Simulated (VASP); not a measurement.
# CuAu (P4/mmm) in VASP: single point with r2SCAN

Aim: the single point of CuAu with r2SCAN.

All numbers are computed with VASP 6.6.1; they aren't measurements. Logs are shortened: lines on timing, memory, paths and dates and some standing lists are left out, and cuts for length are marked.

## Step 1: The cell of the first run

The structure is tetragonal, space group P4/mmm (No. 123). The conventional cell has a = 2.864 Å, b = 2.864 Å, c = 3.543 Å, α = 90.00°, β = 90.00°, γ = 90.00°. Cu (site symmetry 4/mmm) has 8 Au at 2.69 Å and 6 Cu at 2.86 to 3.54 Å within 3.6 Å. Au (site symmetry 4/mmm) has 8 Cu at 2.69 Å and 6 Au at 2.86 to 3.54 Å within 3.6 Å.

## Step 2: Single point, r2SCAN

The input, POSCAR:

```
CuAu
1.0
    2.8637331325      0.0000000000      0.0000000000
    0.0000000000      2.8637331325      0.0000000000
    0.0000000000      0.0000000000      3.5431771474
Cu Au
1 1
Direct
    0.5000000000      0.5000000000      0.5000000000
    0.0000000000      0.0000000000      0.0000000000
```

The input, INCAR.step1:

```
ALGO = Normal
EDIFF = 1E-4
ENCUT = 520
GGA = PE
ISMEAR = -1
LASPH = True
LCHARG = False
LREAL = False
LWAVE = True
NBANDS = 18
NELM = 100
PREC = Accurate
SIGMA = 0.1
```

The input, INCAR.step2:

```
ALGO = Normal
EDIFF = 1E-7
ENCUT = 520
ISIF = 2
ISMEAR = -1
ISTART = 1
LASPH = True
LCHARG = True
LELF = True
LMIXTAU = True
LREAL = False
LVHAR = True
LWAVE = False
METAGGA = R2SCAN
NBANDS = 18
NELM = 100
PREC = Accurate
SIGMA = 0.1
```

The input, KPOINTS:

```
k-points
0
Gamma
  14 14 12
```

Potentials or basis: VASP PAW PBE potentials, release 64 (Cu, Au).

Launch:

```console
> cat potpaw_PBE.64/Cu/POTCAR potpaw_PBE.64/Au/POTCAR > POTCAR
> cp INCAR.step1 INCAR
> mpirun -np 1 vasp_std > vasp.out
> cp INCAR.step2 INCAR
> mpirun -np 1 vasp_std > vasp.out
```

OUTCAR:

```text
EDIFF = 1E-7
   ENCUT = 520
   ISIF = 2
   ISMEAR = -1
   ISTART = 1
   LASPH = True
   LREAL = False
   METAGGA = R2SCAN
   NELM = 100
   PREC = Accurate

 ion  position               nearest neighbor table
   1  0.500  0.500  0.500-   2 2.69   2 2.69   2 2.69   2 2.69   2 2.69   2 2.69   2 2.69   2 2.69

   2  0.000  0.000  0.000-   1 2.69   1 2.69   1 2.69   1 2.69   1 2.69   1 2.69   1 2.69   1 2.69

  LATTYP: Found a simple tetragonal cell.
 ALAT       =     2.8637331325
 C/A-ratio  =     1.2372581464

  Lattice vectors:

 A1 = (   2.8637331325,   0.0000000000,   0.0000000000)
 A2 = (   0.0000000000,   2.8637331325,   0.0000000000)
 A3 = (   0.0000000000,   0.0000000000,   3.5431771474)

Analysis of symmetry for initial positions (statically):
=====================================================================
 Subroutine PRICEL returns:
 Original cell was already a primitive cell.

 Routine SETGRP: Setting up the symmetry group for a
 simple tetragonal supercell.

 Subroutine GETGRP returns: Found 16 space group operations
 (whereof 16 operations were pure point group operations)
 out of a pool of 16 trial point group operations.

The static configuration has the point symmetry D_4h.

Analysis of symmetry for dynamics (positions and initial velocities):
=====================================================================
 Subroutine PRICEL returns:
 Original cell was already a primitive cell.

 Routine SETGRP: Setting up the symmetry group for a
 simple tetragonal supercell.

 Subroutine GETGRP returns: Found 16 space group operations
 (whereof 16 operations were pure point group operations)
 out of a pool of 16 trial point group operations.

The dynamic configuration has the point symmetry D_4h.

 Subroutine INISYM returns: Found 16 space group operations
 (whereof 16 operations are pure point group operations),
 and found     1 'primitive' translations

----------------------------------------------------------------------------------------

                                     Primitive cell

  volume of cell :      29.0575

  direct lattice vectors                    reciprocal lattice vectors
     2.863733133  0.000000000  0.000000000     0.349194549  0.000000000  0.000000000
     0.000000000  2.863733133  0.000000000     0.000000000  0.349194549  0.000000000
     0.000000000  0.000000000  3.543177147     0.000000000  0.000000000  0.282232572

  length of vectors
     2.863733133  2.863733133  3.543177147     0.349194549  0.349194549  0.282232572

  position of ions in fractional coordinates (direct lattice)
     0.500000000  0.500000000  0.500000000
     0.000000000  0.000000000  0.000000000

  ion indices of the primitive-cell ions
   primitive index   ion index
                 1           1
                 2           2

----------------------------------------------------------------------------------------

 KPOINTS: k-points

Automatic generation of k-mesh.
 Grid dimensions read from file:
 generate k-points for:   14   14   12

 Generating k-lattice:

  Cartesian coordinates                     Fractional coordinates (reciprocal lattice)
     0.024942468  0.000000000  0.000000000     0.071428571  0.000000000  0.000000000
     0.000000000  0.024942468  0.000000000     0.000000000  0.071428571  0.000000000
     0.000000000  0.000000000  0.023519381     0.000000000  0.000000000  0.083333333

  Length of vectors
     0.024942468  0.024942468  0.023519381

  Shift w.r.t. Gamma in fractional coordinates (k-lattice)
     0.000000000  0.000000000  0.000000000

 Subroutine IBZKPT returns following result:
 ===========================================

 Found    252 irreducible k-points:

 Following reciprocal coordinates:
            Coordinates               Weight
  0.000000  0.000000  0.000000      1.000000
  0.071429  0.000000  0.000000      4.000000
  0.142857  0.000000  0.000000      4.000000
  0.214286  0.000000  0.000000      4.000000
  0.285714  0.000000  0.000000      4.000000
  0.357143  0.000000  0.000000      4.000000
[... 16 lines left out ...]
  0.285714  0.214286  0.000000      8.000000
  0.357143  0.214286  0.000000      8.000000
 [... further k-points ...]
   k-points           NKPTS =    252   k-points in BZ     NKDIM =    252   number of bands    NBANDS=     18
   number of dos      NEDOS =    301   number of ions     NIONS =      2
   total plane-waves  NPLWV =  16128
   dimension x,y,z NGX =    24 NGY =   24 NGZ =   28
   dimension x,y,z NGXF=    48 NGYF=   48 NGZF=   56
   ions per type =               1   1
   NGX,Y,Z   is equivalent  to a cutoff of  13.93, 13.93, 13.14 a.u.
   NGXF,Y,Z  is equivalent  to a cutoff of  27.87, 27.87, 26.28 a.u.
 SYSTEM =  unknown system
   PREC   = accura    normal or accurate (medium, high low for compatibility)
   ISTART =      1    job   : 0-new  1-cont  2-samecut
   ICHARG =      0    charge: 1-file 2-atom 10-const
   ISPIN  =      1    spin polarized calculation?
   LNONCOLLINEAR =      F non collinear calculations
   LSORBIT =      F    spin-orbit coupling
   LASPH  =      T    aspherical Exc in radial PAW
   ENCUT  =  520.0 eV  38.22 Ry    6.18 a.u.   5.32  5.32  6.59*2*pi/ulx,y,z
   NELM   =    100;   NELMIN=  2; NELMDL=  0     # of ELM steps
   EDIFF  = 0.1E-06   stopping-criterion for ELM
   LREAL  =      F    real-space projection
   EDIFFG = 0.1E-05   stopping-criterion for IOM
   NSW    =      0    number of steps for IOM
   IBRION =     -1    ionic relax: 0-MD 1-quasi-New 2-CG
   NFREE  =      0    steps in history (QN), initial steepest desc. (CG)
   ISIF   =      2    stress and relaxation
   ISYM   =      2    0-nonsym 1-usesym 2-fastsym
   POTIM  = 0.5000    time-step for ionic-motion
   TEBEG  =    0.0;   TEEND  =   0.0 temperature during run
   PSTRESS=    0.0 pullay stress
   NELECT =      22.0000    total number of electrons
   NUPDOWN=      -1.0000    fix difference up-down
   EMIN   =  10.00;   EMAX   =-10.00  energy-range for DOS
   EFERMI =   0.00;   METHOD = LEGACY
   ISMEAR =    -1;   SIGMA  =   0.10  broadening in eV -4-tet -1-fermi 0-gaus
   EFERMI_NEDOS =   21; number of points for ismear=-14 and -15
   IALGO  =     38    algorithm
   IMIX   =      4    mixing-type and parameters
     AMIX     =   0.40;   BMIX     =  1.00
     AMIX_MAG =   1.60;   BMIX_MAG =  1.00
  volume/ion in A,a.u.               =      14.53        98.04
  Fermi-wavevector in a.u.,A,eV,Ry     =   1.492095  2.819650 30.291287  2.226347
  Thomas-Fermi vector in A             =   2.604666
   LORBIT       =      0    0 simple, 1 ext, 2 COOP (PROOUT), +10 PAW based schemes
   METAGGA = R2SCAN    functional components
   LHFCALC =     F    Hartree Fock is set to
   AEXX    =    0.0000 exact exchange contribution
   IVDW    =     0    specifies the selected vdW correction
   LEPSILON=     F    determine dielectric tensor
   LRPA    =     F    only Hartree local field effects (RPA)
 non-spin polarized calculation
  energy-cutoff  :      520.00
  volume of cell :       29.06
 maximum number of plane-waves:       805
 NGX is ok and might be reduce to    24
   NGX = 11   NGY = 11   NGZ = 13

 number of electron      21.9999983 magnetization

 Free energy of the ion-electron system (eV)
  ---------------------------------------------------
  ext. energy  EPLUGINS =         0.00000000
  ---------------------------------------------------
  free energy    TOTEN  =       -61.55639518 eV

  energy without entropy =      -61.54094658  energy(sigma->0) =      -61.54867088

 E-fermi :   8.6134     XC(G=0): -13.6170

 val. band max:        8.5997489265   @ k =   0.0714   0.0000   0.2500
 cond. band min:       8.6256198415   @ k =   0.5000   0.2857   0.0833
 fundamental gap:      0.0258709150
 Fermi energy:         8.6134040632

 k-point     1 :       0.0000    0.0000    0.0000
  band No.  band energies     occupation
      1      -1.4440      2.00000
      2       1.8031      2.00000
      3       1.9478      2.00000
      4       4.2632      2.00000
      5       4.2632      2.00000
      6       5.1830      2.00000
[... 10 lines left out ...]
     17      25.5022      0.00000
     18      27.0368      0.00000

 k-point     2 :       0.0714    0.0000    0.0000
  band No.  band energies     occupation
      1      -1.3253      2.00000
      2       1.8628      2.00000
      3       2.0091      2.00000
      4       4.2034      2.00000
      5       4.2912      2.00000
      6       5.1376      2.00000
[... 10 lines left out ...]
     17      26.4154      0.00000
     18      27.0908      0.00000

 k-point     3 :       0.1429    0.0000    0.0000
  band No.  band energies     occupation
      1      -0.9800      2.00000
      2       1.9995      2.00000
      3       2.2243      2.00000
      4       4.0320      2.00000
      5       4.3731      2.00000
      6       5.0077      2.00000
[... 10 lines left out ...]
     17      27.0852      0.00000
     18      28.5782      0.00000

 k-point     4 :       0.2143    0.0000    0.0000
  band No.  band energies     occupation
      1      -0.4423      2.00000
      2       2.1760      2.00000
      3       2.5937      2.00000
      4       3.7774      2.00000
      5       4.5019      2.00000
      6       4.8143      2.00000
[... 375 lines left out ...]
      4       3.5709      2.00000
      5       3.9801      2.00000
      6       4.3343      2.00000
[... 10 lines left out ...]
     17      26.4268      0.00000
     18      26.6578      0.00000

 k-point    23 :       0.2857    0.2143    0.0000
  band No.  band energies     occupation
      1       1.0800      2.00000
      2       2.8042      2.00000
      3       3.2956      2.00000
      4       3.3354      2.00000
      5       3.8113      2.00000
      6       4.3254      2.00000
[... 10 lines left out ...]
     17      25.0868      0.00000
     18      25.1852      0.00000

 k-point    24 :       0.3571    0.2143    0.0000
  band No.  band energies     occupation
      1       1.6357      2.00000
      2       2.7962      2.00000
      3       3.0801      2.00000
      4       3.4178      2.00000
      5       3.7233      2.00000
      6       4.7677      2.00000
[... 10 lines left out ...]
     17      23.5994      0.00000
     18      23.9257      0.00000

 [... further k-points ...]

------------------------ aborting loop because EDIFF is reached ----------------------------------------

  FORCE on cell =-STRESS in cart. coord.  units (eV):
  Direction    XX          YY          ZZ          XY          YZ          ZX
  --------------------------------------------------------------------------------------
  -------------------------------------------------------------------------------------
  Total        0.0715632      0.0715632      0.0530285      0.0000000      0.0000000     -0.0000000
  in kB        3.9458662      3.9458662      2.9238972      0.0000000      0.0000000     -0.0000000
  external PRESSURE =       3.6052098 kB  Pullay stress =       0.0000000 kB

 VOLUME and BASIS-vectors are now :
 -----------------------------------------------------------------------------
  energy-cutoff  :      520.00
  volume of cell :       29.06
      direct lattice vectors                 reciprocal lattice vectors
     2.863733133  0.000000000  0.000000000     0.349194549  0.000000000  0.000000000
     0.000000000  2.863733133  0.000000000     0.000000000  0.349194549  0.000000000
     0.000000000  0.000000000  3.543177147     0.000000000  0.000000000  0.282232572

 POSITION                                       TOTAL-FORCE (eV/Angst)
 -----------------------------------------------------------------------------------
      1.43187      1.43187      1.77159         0.000000      0.000000      0.000000
      0.00000      0.00000      0.00000         0.000000      0.000000      0.000000
 -----------------------------------------------------------------------------------
    total drift:                                0.000000      0.000000     -0.000000

  FREE ENERGIE OF THE ION-ELECTRON SYSTEM (eV)
  ---------------------------------------------------
  free  energy   TOTEN  =       -61.5563951808 eV

  energy  without entropy=      -61.5409465782  energy(sigma->0) =      -61.54867088
```

Wall time 5.8 min (1 thread of Intel Xeon 8259CL, shared host); peak memory 0.26 GiB.

Results:

| Property | Result |
| --- | --- |
| Free energy | -61.5564 eV |
| Pressure | 0.4 GPa |
| Band gap on the k mesh | zero (bands 11 and 12 overlap by 7.76 eV) |

Caveat: the PAW data sets were made with another functional, which shifts forces and pressure a little; spin-orbit coupling is left out, which moves the levels of the heavy elements.
